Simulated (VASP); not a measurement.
# GaN (F-43m) in VASP: further runs, part 2 of 2

VASP 6.6.1. The steps go on from the part before.

### 5 Single point, PBEsol

This run uses another cell than the first one, of 11.44 Å³/atom, 1.064 times its volume.

Input file INCAR:

```
SYSTEM = GaN
PREC = Accurate
ENCUT = 520
EDIFF = 1E-6
ISMEAR = 0
SIGMA = 0.01
LREAL = .FALSE.
LASPH = .TRUE.
NELM = 100
ALGO = Normal
ISIF = 2
LWAVE = .FALSE.
LCHARG = .FALSE.
GGA = PS
NBANDS = 16
```

Input file KPOINTS:

```
regular mesh
0
G
  7 7 7
  0 0 0
```

Input file POSCAR:

```
GaN
1.0
    0.0000000000      2.2535010000      2.2535010000
    2.2535010000      0.0000000000      2.2535010000
    2.2535010000      2.2535010000      0.0000000000
Ga N
1 1
Direct
    0.0000000000      0.0000000000      0.0000000000
    0.7500000000      0.7500000000      0.7500000000
```

Potentials or basis: VASP PAW PBE potentials, release 64 (Ga_d, N).

Launch:

```bash
cat potpaw_PBE.64/Ga_d/POTCAR potpaw_PBE.64/N/POTCAR > POTCAR
mpirun -np 1 vasp_std > vasp.out
```

OUTCAR:

```text
SYSTEM = GaN
   PREC = Accurate
   ENCUT = 520
   EDIFF = 1E-6
   ISMEAR = 0
   LREAL = .FALSE.
   LASPH = .TRUE.
   NELM = 100
   ISIF = 2
   GGA = PS

 ion  position               nearest neighbor table
   1  0.000  0.000  0.000-   2 1.95   2 1.95   2 1.95   2 1.95
   2  0.750  0.750  0.750-   1 1.95   1 1.95   1 1.95   1 1.95

  LATTYP: Found a face centered cubic cell.
 ALAT       =     4.5070020000

  Lattice vectors:

 A1 = (   0.0000000000,   2.2535010000,   2.2535010000)
 A2 = (   2.2535010000,   0.0000000000,   2.2535010000)
 A3 = (   2.2535010000,   2.2535010000,   0.0000000000)

Analysis of symmetry for initial positions (statically):
=====================================================================
 Subroutine PRICEL returns:
 Original cell was already a primitive cell.

 Routine SETGRP: Setting up the symmetry group for a
 face centered cubic supercell.

 Subroutine GETGRP returns: Found 24 space group operations
 (whereof 24 operations were pure point group operations)
 out of a pool of 48 trial point group operations.

The static configuration has the point symmetry T_d .

Analysis of symmetry for dynamics (positions and initial velocities):
=====================================================================
 Subroutine PRICEL returns:
 Original cell was already a primitive cell.

 Routine SETGRP: Setting up the symmetry group for a
 face centered cubic supercell.

 Subroutine GETGRP returns: Found 24 space group operations
 (whereof 24 operations were pure point group operations)
 out of a pool of 48 trial point group operations.

The dynamic configuration has the point symmetry T_d .

 Subroutine INISYM returns: Found 24 space group operations
 (whereof 24 operations are pure point group operations),
 and found     1 'primitive' translations

----------------------------------------------------------------------------------------

[... 105 lines left out ...]
   IMIX   =      4    mixing-type and parameters
     AMIX     =   0.40;   BMIX     =  1.00
     AMIX_MAG =   1.60;   BMIX_MAG =  1.00
  volume/ion in A,a.u.               =      11.44        77.23
  Fermi-wavevector in a.u.,A,eV,Ry     =   1.511116  2.855596 31.068532  2.283473
  Thomas-Fermi vector in A             =   2.621216
   LORBIT       =      0    0 simple, 1 ext, 2 COOP (PROOUT), +10 PAW based schemes
   GGA     = PS    functional components
   LHFCALC =     F    Hartree Fock is set to
   AEXX    =    0.0000 exact exchange contribution
   IVDW    =     0    specifies the selected vdW correction
   LEPSILON=     F    determine dielectric tensor
   LRPA    =     F    only Hartree local field effects (RPA)
 non-spin polarized calculation
 Gauss-broadening in eV      SIGMA  =   0.01
  energy-cutoff  :      520.00
  volume of cell :       22.89
 maximum number of plane-waves:       630
   NGX = 11   NGY = 11   NGZ = 11

 number of electron      18.0000004 magnetization

 Free energy of the ion-electron system (eV)
  ---------------------------------------------------
  ext. energy  EPLUGINS =         0.00000000
  ---------------------------------------------------
  free energy    TOTEN  =       -13.12046767 eV

  energy without entropy =      -13.12046767  energy(sigma->0) =      -13.12046767

 E-fermi :   5.2353     XC(G=0): -11.9016

 val. band max:        5.1510533173   @ k =   0.0000   0.0000   0.0000
 cond. band min:       6.8332298265   @ k =   0.0000   0.0000   0.0000
 fundamental gap:      1.6821765092
 Fermi energy:         5.2353045450

 k-point     1 :       0.0000    0.0000    0.0000
  band No.  band energies     occupation
      1     -10.7812      2.00000
      2      -8.2534      2.00000
      3      -8.2534      2.00000
      4      -8.2534      2.00000
      5      -7.9285      2.00000
      6      -7.9285      2.00000
[... 357 lines left out ...]
      3      -8.0572      2.00000
      4      -7.9406      2.00000
      5      -7.9097      2.00000
      6      -6.0283      2.00000
[... 8 lines left out ...]
     15      24.3087      0.00000
     16      28.4335      0.00000

------------------------ aborting loop because EDIFF is reached ----------------------------------------

  FORCE on cell =-STRESS in cart. coord.  units (eV):
  Direction    XX          YY          ZZ          XY          YZ          ZX
  --------------------------------------------------------------------------------------
  -------------------------------------------------------------------------------------
  Total       -0.1888681     -0.1888681     -0.1888681     -0.0000000     -0.0000000     -0.0000000
  in kB      -13.2210481    -13.2210481    -13.2210481     -0.0000000     -0.0000000     -0.0000000
  external PRESSURE =     -13.2210481 kB  Pullay stress =       0.0000000 kB

 VOLUME and BASIS-vectors are now :
 -----------------------------------------------------------------------------
  energy-cutoff  :      520.00
  volume of cell :       22.89
      direct lattice vectors                 reciprocal lattice vectors
     0.000000000  2.253501000  2.253501000    -0.221876982  0.221876982  0.221876982
     2.253501000  0.000000000  2.253501000     0.221876982 -0.221876982  0.221876982
     2.253501000  2.253501000  0.000000000     0.221876982  0.221876982 -0.221876982

 POSITION                                       TOTAL-FORCE (eV/Angst)
 -----------------------------------------------------------------------------------
      0.00000      0.00000      0.00000        -0.000000     -0.000000     -0.000000
      3.38025      3.38025      3.38025         0.000000      0.000000      0.000000
 -----------------------------------------------------------------------------------
    total drift:                               -0.000001     -0.000001     -0.000001

  FREE ENERGIE OF THE ION-ELECTRON SYSTEM (eV)
  ---------------------------------------------------
  free  energy   TOTEN  =       -13.1204676741 eV

  energy  without entropy=      -13.1204676741  energy(sigma->0) =      -13.12046767
```

stdout:

```text
POSCAR found type information on POSCAR GaN
 POSCAR found :  2 types and       2 ions
 scaLAPACK will be used
 -----------------------------------------------------------------------------
|                                                                             |
|                                                                             |
|     You enforced a specific xc type in the INCAR file but a different       |
|     I HOPE YOU KNOW WHAT YOU ARE DOING!                                     |
|                                                                             |
 -----------------------------------------------------------------------------

 LDA part: xc-table for (Slater+PW92), standard interpolation
 POSCAR, INCAR and KPOINTS ok, starting setup
 FFT: planning ... GRIDC
 FFT: planning ... GRID_SOFT
 FFT: planning ... GRID
 WAVECAR not read
 entering main loop
```

Run time: 4.7 s. Hardware: 1 thread of Intel Xeon 6975P-C, shared host; peak memory 0.14 GiB.

What came out:

```yaml
Free_energy: -13.1205 eV
Pressure: -1.3 GPa
Band_gap_on_the_k_mesh: 1.68 eV, direct
```

Levels at points of the mesh, in eV from the valence-band top:
```tsv
k point	band 7	band 8	band 9	band 10	band 11	band 12
(0.00, 0.00, 0.00)	0.00	0.00	0.00	1.68	10.20	10.20
```

Caveat: the PAW data sets were made with another functional, which shifts forces and pressure a little.

### 6 Summary

```csv
cell,gap on the mesh (eV),pressure (GPa)
"a = 3.122 Å, angles 60.0°, 2 atoms",2.08,11.6
"a = 3.144 Å, angles 60.0°, 2 atoms",1.94,6.8
"a = 3.166 Å, angles 60.0°, 2 atoms",1.81,2.5
"a = 3.187 Å, angles 60.0°, 2 atoms",1.68,-1.3
```

Alike in all rows: task single point; level PBEsol; potentials or basis VASP PAW PBE potentials, release 64 (Ga_d, N); no spin polarisation; k mesh 7 × 7 × 7; cutoff (eV) 520; smearing gaussian 0.01 eV.

Caveats: the PAW data sets were made with another functional, which shifts forces and pressure a little.

Absolute energies hang on the potentials; compare differences alone.
